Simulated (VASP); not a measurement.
# SiO2 (I-42d) in VASP: a series of runs

The runs below take SiO2 through single point, with PBEsol.

Program: VASP 6.6.1. These are calculated values, not measurements. Logs are shortened: lines on timing, memory, paths and dates and some standing lists are left out, and cuts for length are marked.

### 1 The cell of the first run

Symmetry: I-42d, No. 122, tetragonal system. Conventional cell: a = 4.653 Å, b = 4.653 Å, c = 7.488 Å, α = 90.00°, β = 90.00°, γ = 90.00°. Within 2.1 Å of Si (site symmetry -4) lie 4 O at 1.60 Å. O (site symmetry 2) has 2 Si at 1.60 Å within 2.1 Å.

### 2 Single point, PBEsol (equal xx and yy strain of -2 %)

File INCAR:

```
SYSTEM = SiO2
  PREC = Accurate
  ENCUT = 520
  EDIFF = 1E-6
  ISMEAR = -1
  SIGMA = 0.03
  LREAL = .FALSE.
  LASPH = .TRUE.
  NELM = 100
  ALGO = Normal
  ISIF = 2
  LWAVE = .FALSE.
  LCHARG = .TRUE.
  GGA = PS
  LELF = .TRUE.
  LVHAR = .TRUE.
  NBANDS = 25
```

File KPOINTS:

```
Automatic mesh
0
G
  7 7 7
  0 0 0
```

File POSCAR:

```
SiO2
1.0
   -2.3265690000      2.3265690000      3.7440000000
    2.3265690000     -2.3265690000      3.7440000000
    2.3265690000      2.3265690000     -3.7440000000
Si O
2 4
Direct
    0.0000000000      0.0000000000      0.0000000000
    0.7500000000      0.2500000000      0.5000000000
    0.9983800000      0.6250000000      0.8733800000
    0.3750000000      0.2483800000      0.3733800000
    0.7516200000      0.1250000000      0.1266200000
    0.8750000000      0.0016200000      0.6266200000
```

Potentials or basis: VASP PAW PBE potentials, release 64 (Si, O).

Launch:

```bash
> cat potpaw_PBE.64/Si/POTCAR potpaw_PBE.64/O/POTCAR > POTCAR
> mpirun -np 1 vasp_std > vasp.out
```

OUTCAR:

```text
SYSTEM = SiO2
   PREC = Accurate
   ENCUT = 520
   EDIFF = 1E-6
   ISMEAR = -1
   LREAL = .FALSE.
   LASPH = .TRUE.
   NELM = 100
   ISIF = 2
   GGA = PS

 ion  position               nearest neighbor table
   1  0.000  0.000  0.000-   5 1.60   4 1.60   3 1.60   6 1.60   2 2.99   2 2.99   2 2.99   2 2.99

   2  0.750  0.250  0.500-   6 1.60   4 1.60   5 1.60   3 1.60   1 2.99   1 2.99   1 2.99   1 2.99

   3  0.998  0.625  0.873-   1 1.60   2 1.60
   4  0.375  0.248  0.373-   1 1.60   2 1.60
   5  0.752  0.125  0.127-   1 1.60   2 1.60
   6  0.875  0.002  0.627-   2 1.60   1 1.60

  LATTYP: Found a body centered tetragonal cell.
 ALAT       =     4.6531380000
 C/A-ratio  =     1.6092366055

  Lattice vectors:

 A1 = (  -2.3265690000,   2.3265690000,   3.7440000000)
 A2 = (   2.3265690000,  -2.3265690000,   3.7440000000)
 A3 = (   2.3265690000,   2.3265690000,  -3.7440000000)

Analysis of symmetry for initial positions (statically):
=====================================================================
 Subroutine PRICEL returns:
 Original cell was already a primitive cell.

 Routine SETGRP: Setting up the symmetry group for a
 body centered tetragonal supercell.

 Subroutine GETGRP returns: Found  8 space group operations
 (whereof  4 operations were pure point group operations)
 out of a pool of 16 trial point group operations.

The static configuration has the point symmetry S_4 .
 The point group associated with its full space group is D_2d.

Analysis of symmetry for dynamics (positions and initial velocities):
=====================================================================
 Subroutine PRICEL returns:
 Original cell was already a primitive cell.

 Routine SETGRP: Setting up the symmetry group for a
 body centered tetragonal supercell.

 Subroutine GETGRP returns: Found  8 space group operations
 (whereof  4 operations were pure point group operations)
 out of a pool of 16 trial point group operations.

The dynamic configuration has the point symmetry S_4 .
 The point group associated with its full space group is D_2d.

 Subroutine INISYM returns: Found  8 space group operations
 (whereof  4 operations are pure point group operations),
 and found     1 'primitive' translations

----------------------------------------------------------------------------------------

                                     Primitive cell

  volume of cell :      81.0639

  direct lattice vectors                    reciprocal lattice vectors
    -2.326569000  2.326569000  3.744000000     0.000000000  0.214908735  0.133547009
     2.326569000 -2.326569000  3.744000000     0.214908735  0.000000000  0.133547009
     2.326569000  2.326569000 -3.744000000     0.214908735  0.214908735  0.000000000

  length of vectors
     4.984313656  4.984313656  4.984313656     0.253022860  0.253022860  0.303926847

  position of ions in fractional coordinates (direct lattice)
     0.000000000  0.000000000  0.000000000
     0.750000000  0.250000000  0.500000000
     0.998380000  0.625000000  0.873380000
     0.375000000  0.248380000  0.373380000
     0.751620000  0.125000000  0.126620000
     0.875000000  0.001620000  0.626620000

  ion indices of the primitive-cell ions
   primitive index   ion index
                 1           1
                 2           2
                 3           3
                 4           4
                 5           5
                 6           6

----------------------------------------------------------------------------------------

 KPOINTS: Automatic mesh

Automatic generation of k-mesh.
 Grid dimensions read from file:
 generate k-points for:    7    7    7

 Generating k-lattice:

  Cartesian coordinates                     Fractional coordinates (reciprocal lattice)
     0.000000000  0.030701248  0.019078144     0.142857143  0.000000000  0.000000000
     0.030701248  0.000000000  0.019078144     0.000000000  0.142857143  0.000000000
     0.030701248  0.030701248  0.000000000     0.000000000  0.000000000  0.142857143

  Length of vectors
     0.036146123  0.036146123  0.043418121

  Shift w.r.t. Gamma in fractional coordinates (k-lattice)
     0.000000000  0.000000000  0.000000000

 Subroutine IBZKPT returns following result:
 ===========================================

 Found     40 irreducible k-points:

 Following reciprocal coordinates:
            Coordinates               Weight
  0.000000  0.000000  0.000000      1.000000
  0.142857  0.000000 -0.000000      8.000000
  0.285714 -0.000000  0.000000      8.000000
  0.428571  0.000000  0.000000      8.000000
  0.142857  0.142857 -0.000000      8.000000
  0.285714  0.142857  0.000000     16.000000
[... 16 lines left out ...]
 -0.142857  0.285714  0.142857      8.000000
 -0.428571  0.428571  0.142857      8.000000
 [... further k-points ...]
   k-points           NKPTS =     40   k-points in BZ     NKDIM =     40   number of bands    NBANDS=     25
   number of dos      NEDOS =    301   number of ions     NIONS =      6
   total plane-waves  NPLWV =  64000
   dimension x,y,z NGX =    40 NGY =   40 NGZ =   40
   dimension x,y,z NGXF=    80 NGYF=   80 NGZF=   80
   ions per type =               2   4
   NGX,Y,Z   is equivalent  to a cutoff of  13.34, 13.34, 13.34 a.u.
   NGXF,Y,Z  is equivalent  to a cutoff of  26.68, 26.68, 26.68 a.u.
 SYSTEM =  SiO2
   PREC   = accura    normal or accurate (medium, high low for compatibility)
   ISTART =      0    job   : 0-new  1-cont  2-samecut
   ICHARG =      2    charge: 1-file 2-atom 10-const
   ISPIN  =      1    spin polarized calculation?
   LNONCOLLINEAR =      F non collinear calculations
   LSORBIT =      F    spin-orbit coupling
   LASPH  =      T    aspherical Exc in radial PAW
   ENCUT  =  520.0 eV  38.22 Ry    6.18 a.u.   9.27  9.27  9.27*2*pi/ulx,y,z
   NELM   =    100;   NELMIN=  2; NELMDL= -5     # of ELM steps
   EDIFF  = 0.1E-05   stopping-criterion for ELM
   LREAL  =      F    real-space projection
   EDIFFG = 0.1E-04   stopping-criterion for IOM
   NSW    =      0    number of steps for IOM
   IBRION =     -1    ionic relax: 0-MD 1-quasi-New 2-CG
   NFREE  =      0    steps in history (QN), initial steepest desc. (CG)
   ISIF   =      2    stress and relaxation
   ISYM   =      2    0-nonsym 1-usesym 2-fastsym
   POTIM  = 0.5000    time-step for ionic-motion
   TEBEG  =    0.0;   TEEND  =   0.0 temperature during run
   PSTRESS=    0.0 pullay stress
   NELECT =      32.0000    total number of electrons
   NUPDOWN=      -1.0000    fix difference up-down
   EMIN   =  10.00;   EMAX   =-10.00  energy-range for DOS
   EFERMI =   0.00;   METHOD = LEGACY
   ISMEAR =    -1;   SIGMA  =   0.03  broadening in eV -4-tet -1-fermi 0-gaus
   EFERMI_NEDOS =   21; number of points for ismear=-14 and -15
   IALGO  =     38    algorithm
   IMIX   =      4    mixing-type and parameters
     AMIX     =   0.40;   BMIX     =  1.00
     AMIX_MAG =   1.60;   BMIX_MAG =  1.00
  volume/ion in A,a.u.               =      13.51        91.17
  Fermi-wavevector in a.u.,A,eV,Ry     =   1.200924  2.269418 19.622579  1.442219
  Thomas-Fermi vector in A             =   2.336747
   LORBIT       =      0    0 simple, 1 ext, 2 COOP (PROOUT), +10 PAW based schemes
   GGA     = PS    functional components
   LHFCALC =     F    Hartree Fock is set to
   AEXX    =    0.0000 exact exchange contribution
   IVDW    =     0    specifies the selected vdW correction
   LEPSILON=     F    determine dielectric tensor
   LRPA    =     F    only Hartree local field effects (RPA)
 non-spin polarized calculation
  energy-cutoff  :      520.00
  volume of cell :       81.06
 maximum number of plane-waves:      2221
 NGX is ok and might be reduce to    40
   NGX = 19   NGY = 19   NGZ = 19

 number of electron      31.9999995 magnetization

 Free energy of the ion-electron system (eV)
  ---------------------------------------------------
  ext. energy  EPLUGINS =         0.00000000
  ---------------------------------------------------
  free energy    TOTEN  =       -49.16750760 eV

  energy without entropy =      -49.16750760  energy(sigma->0) =      -49.16750760

 E-fermi :   0.8279     XC(G=0):  -8.8867

 val. band max:        0.0955254462   @ k =   0.0000   0.0000   0.0000
 cond. band min:       6.2884025743   @ k =   0.0000   0.0000   0.0000
 fundamental gap:      6.1928771280
 Fermi energy:         0.8279227198

 k-point     1 :       0.0000    0.0000    0.0000
  band No.  band energies     occupation
      1     -19.1762      2.00000
      2     -16.9543      2.00000
      3     -16.8692      2.00000
      4     -16.8692      2.00000
      5      -8.8502      2.00000
      6      -5.3004      2.00000
[... 17 lines left out ...]
     24      14.0817      0.00000
     25      14.3459      0.00000

 k-point     2 :       0.1429    0.0000   -0.0000
  band No.  band energies     occupation
      1     -19.1077      2.00000
      2     -17.0279      2.00000
      3     -16.9186      2.00000
      4     -16.8712      2.00000
      5      -8.6974      2.00000
      6      -5.3636      2.00000
[... 17 lines left out ...]
     24      13.8480      0.00000
     25      14.2877      0.00000

 k-point     3 :       0.2857   -0.0000    0.0000
  band No.  band energies     occupation
      1     -18.9236      2.00000
      2     -17.2989      2.00000
      3     -16.9481      2.00000
      4     -16.8787      2.00000
      5      -8.3208      2.00000
      6      -5.5482      2.00000
[... 17 lines left out ...]
     24      13.5060      0.00000
     25      14.3885      0.00000

 k-point     4 :       0.4286    0.0000    0.0000
  band No.  band energies     occupation
      1     -18.7193      2.00000
      2     -17.5779      2.00000
      3     -16.9617      2.00000
      4     -16.8867      2.00000
      5      -7.9637      2.00000
      6      -5.7390      2.00000
[... 17 lines left out ...]
     24      13.4067      0.00000
     25      14.3410      0.00000
[... 477 lines left out ...]
 k-point    22 :      -0.2857    0.2857    0.1429
  band No.  band energies     occupation
      1     -18.7455      2.00000
      2     -17.5040      2.00000
      3     -16.9871      2.00000
      4     -16.8998      2.00000
      5      -7.9885      2.00000
      6      -5.9350      2.00000
[... 17 lines left out ...]
     24      12.7932      0.00000
     25      14.2685      0.00000

 k-point    23 :      -0.1429    0.2857    0.1429
  band No.  band energies     occupation
      1     -18.7866      2.00000
      2     -17.4718      2.00000
      3     -16.9819      2.00000
      4     -16.8779      2.00000
      5      -8.0665      2.00000
      6      -5.7504      2.00000
[... 17 lines left out ...]
     24      12.8538      0.00000
     25      14.6010      0.00000

 k-point    24 :      -0.4286    0.4286    0.1429
  band No.  band energies     occupation
      1     -18.3732      2.00000
      2     -17.9347      2.00000
      3     -16.9820      2.00000
      4     -16.9490      2.00000
      5      -7.3083      2.00000
      6      -6.5734      2.00000
[... 17 lines left out ...]
     24      13.3517      0.00000
     25      13.6273      0.00000

 [... further k-points ...]
[... 5 lines left out ...]
  --------------------------------------------------------------------------------------
  -------------------------------------------------------------------------------------
  Total        5.0576246      5.0576246      3.6880937      0.0000000     -0.0000000      0.0000000
  in kB       99.9607420     99.9607420     72.8928325      0.0000000     -0.0000000      0.0000000
  external PRESSURE =      90.9381055 kB  Pullay stress =       0.0000000 kB

 VOLUME and BASIS-vectors are now :
 -----------------------------------------------------------------------------
  energy-cutoff  :      520.00
  volume of cell :       81.06
      direct lattice vectors                 reciprocal lattice vectors
    -2.326569000  2.326569000  3.744000000     0.000000000  0.214908735  0.133547009
     2.326569000 -2.326569000  3.744000000     0.214908735  0.000000000  0.133547009
     2.326569000  2.326569000 -3.744000000     0.214908735  0.214908735  0.000000000

 POSITION                                       TOTAL-FORCE (eV/Angst)
 -----------------------------------------------------------------------------------
      0.00000      0.00000      0.00000        -0.000000      0.000000     -0.000000
      0.00000      2.32657      1.87200        -0.000000      0.000000      0.000000
      1.16328      2.90067      2.80800        -0.000000      0.605413     -0.000000
      0.57410      1.16328      0.93600         0.605413      0.000000     -0.000000
     -1.16328      1.75246      2.80800        -0.000000     -0.605413      0.000000
     -0.57410      3.48985      0.93600        -0.605413      0.000000      0.000000
 -----------------------------------------------------------------------------------
    total drift:                                0.000000      0.000000      0.000000

  FREE ENERGIE OF THE ION-ELECTRON SYSTEM (eV)
  ---------------------------------------------------
  free  energy   TOTEN  =       -49.1675076002 eV

  energy  without entropy=      -49.1675076002  energy(sigma->0) =      -49.16750760
```

Run time: 2.6 min. Hardware: 1 thread of Intel Xeon 6975P-C, shared host; peak memory 0.26 GiB.

What came out:

| Property | Result |
| --- | --- |
| Free energy | -49.1675 eV |
| Pressure | 9.1 GPa |
| Largest force | 0.605 eV/Å |
| Band gap on the k mesh | 6.19 eV, direct |

Forces in eV/Å, atoms in the order of the input:
```
Si   0.000  0.000  0.000
Si   0.000  0.000  0.000
O    0.000  0.605  0.000
O    0.605  0.000  0.000
O    0.000 -0.605  0.000
O   -0.605  0.000  0.000
```

Stress tensor (GPa, compression positive):
```
10.00  0.00  0.00
 0.00 10.00  0.00
 0.00  0.00  7.29
```

Caveat: the cell differs from its parent crystal (equal xx and yy strain of -2 %); the PAW data sets were made with another functional, which shifts forces and pressure a little. A k mesh can miss the band edges.

### 3 Single point, PBEsol (equal xx and yy strain of -1 %)

File INCAR:

```
  PREC = Accurate
  ENCUT = 520
  EDIFF = 1E-6
  ISMEAR = -1
  SIGMA = 0.03
  LREAL = F
  LASPH = T
  NELM = 100
  ALGO = Normal
  ISIF = 2
  LWAVE = F
  LCHARG = F
  GGA = PS
  NBANDS = 25
```

File KPOINTS:

```
Automatic mesh
0
Gamma
  7 7 7
```

Edit POSCAR of step 2 so:

```diff
@@ -2,5 +2,5 @@
 1.0
-   -2.3265690000      2.3265690000      3.7440000000
-    2.3265690000     -2.3265690000      3.7440000000
-    2.3265690000      2.3265690000     -3.7440000000
+   -2.3503095000      2.3503095000      3.7440000000
+    2.3503095000     -2.3503095000      3.7440000000
+    2.3503095000      2.3503095000     -3.7440000000
 Si O
```

Potentials or basis: VASP PAW PBE potentials, release 64 (Si, O).

Launch:

```bash
> cat potpaw_PBE.64/Si/POTCAR potpaw_PBE.64/O/POTCAR > POTCAR
> mpirun -np 1 vasp_std > vasp.out
```

Wall time 2.5 min (1 thread of Intel Xeon 6975P-C, shared host); peak memory 0.26 GiB.

It converged, with:

```yaml
Free_energy: -49.2524 eV
Pressure: 5.2 GPa
Largest_force: 0.307 eV/Å
Band_gap_on_the_k_mesh: 6.09 eV, direct
```

Forces on the atoms (eV/Å):
```
Si   0.000  0.000  0.000
Si   0.000  0.000  0.000
O    0.000  0.307  0.000
O    0.307  0.000  0.000
O    0.000 -0.307  0.000
O   -0.307  0.000  0.000
```

Stress tensor (GPa, compression positive):
```
6.00 0.00 0.00
0.00 6.00 0.00
0.00 0.00 3.64
```

Levels at points of the mesh, in eV from the valence-band top:
| k point | band 13 | band 14 | band 15 | band 16 | band 17 | band 18 | band 19 | band 20 |
| --- | --- | --- | --- | --- | --- | --- | --- | --- |
| (0.00, 0.00, 0.00) | -1.38 | -1.04 | 0.00 | 0.00 | 6.09 | 8.62 | 11.30 | 11.30 |

Caveat: the cell differs from its parent crystal (equal xx and yy strain of -1 %); the PAW data sets were made with another functional, which shifts forces and pressure a little.
